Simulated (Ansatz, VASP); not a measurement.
**Li: VASP beside Ansatz**

INCAR

```
SYSTEM = Li
PREC = Accurate ; ENCUT = 520
EDIFF = 1E-6 ; ISMEAR = 0
SIGMA = 0.1 ; LREAL = .FALSE.
LASPH = .TRUE. ; NELM = 100
ALGO = Normal ; ISIF = 2
LWAVE = .FALSE. ; LCHARG = .FALSE.
LDIPOL = .TRUE. ; IDIPOL = 3
DIPOL = 0.5 0.5 0.499 ; GGA = PE
NBANDS = 16
```

File KPOINTS:

```
regular mesh
0
G
  39 39 1
  0 0 0
```

Contents of POSCAR:

```
Li
1.0
    3.1140982600      0.0000000000      0.0000000000
   -1.5570491300      2.6968882100      0.0000000000
    0.0000000000      0.0000000000     30.1706021498
Li
5
Direct
    0.6666666671      0.3333333329      0.3314484726
    0.3333333329      0.6666666658      0.4157242316
    0.0000000000      0.0000000000      0.5001314336
    0.6666666671      0.3333333329      0.5845686556
    0.3333333329      0.6666666658      0.6647895503
```

Input for Ansatz:

```yaml
crystal:
  lattice:
    - [3.11409826, 0.0, 0.0]
    - [-1.55704913, 2.69688821, 0.0]
    - [0.0, 0.0, 30.1706021498]
  atoms:
    - { symbol: Li, position: [0.6666666671, 0.3333333329, 0.3314484726] }
    - { symbol: Li, position: [0.3333333329, 0.6666666658, 0.4157242316] }
    - { symbol: Li, position: [0.0, 0.0, 0.5001314336] }
    - { symbol: Li, position: [0.6666666671, 0.3333333329, 0.5845686556] }
    - { symbol: Li, position: [0.3333333329, 0.6666666658, 0.6647895503] }
basis:
  ecutwfc: 420.0
  fft_grid_basis: typed
kpoints:
  mp_grid: { grid: [39, 39, 1] }
hamiltonian:
  xc: pbe
  pseudopotentials: { kind: paw }
scf:
  occupations: { method: gaussian, width: 0.1 }
output:
  forces: true
  eigenvalues: true
  band_densities:
    - { e_range: [-2.0, -1.0] }
    - { e_range: [-1.0, -0.5] }
    - { e_range: [-0.5, -0.25] }
    - { e_range: [-0.25, 0.0] }
    - { e_range: [0.0, 0.25] }
    - { e_range: [0.25, 0.5] }
    - { e_range: [0.5, 1.0] }
    - { e_range: [1.0, 1.5] }
  band_residual_tolerance: 1.0e-05
  write_potential: true
  elf: true
  write_density: true
  volumetric_format: npy
efield:
  axis: 3
  dipole_correction: true
  ramp_width: 0.04
checkpoint:
  read: start.run
  write: ck
  compress: false
  write_wavefunctions: false
  write_every: 100000
```

Alike in both runs: task single point; functional PBE; k mesh 39 × 39 × 1; occupations gaussian, width 0.1 eV; no spin polarisation.

|  | VASP | Ansatz |
| --- | --- | --- |
| version | VASP 6.6.1 | Ansatz 0.2.0 |
| potentials or method | VASP PAW PBE potentials, release 64 (Li_sv), cutoff 520 eV | scalar-relativistic, plane waves, PAW |
| valence electrons in the cell | 15 | 15 |

VASP gave:

```
gap on the k mesh at the Fermi level (eV) : none
rms of the force components (eV/Å)        : 0.032
```

Q: Which values does Ansatz return?

A: gap on the k mesh at the Fermi level (eV): none; rms of the force components (eV/Å): 0.033.

Atom by atom the forces differ by 0.001 eV/Å (rms over components). A gap of «none» marks a metal or a gap that the smearing closes. With one functional, cell and mesh, what is left measures potentials, basis and numerics. Ansatz's warnings: xc potential rough in thin density.

Noted on VASP's run: the cutoff is short for stress, so the pressure is rough.
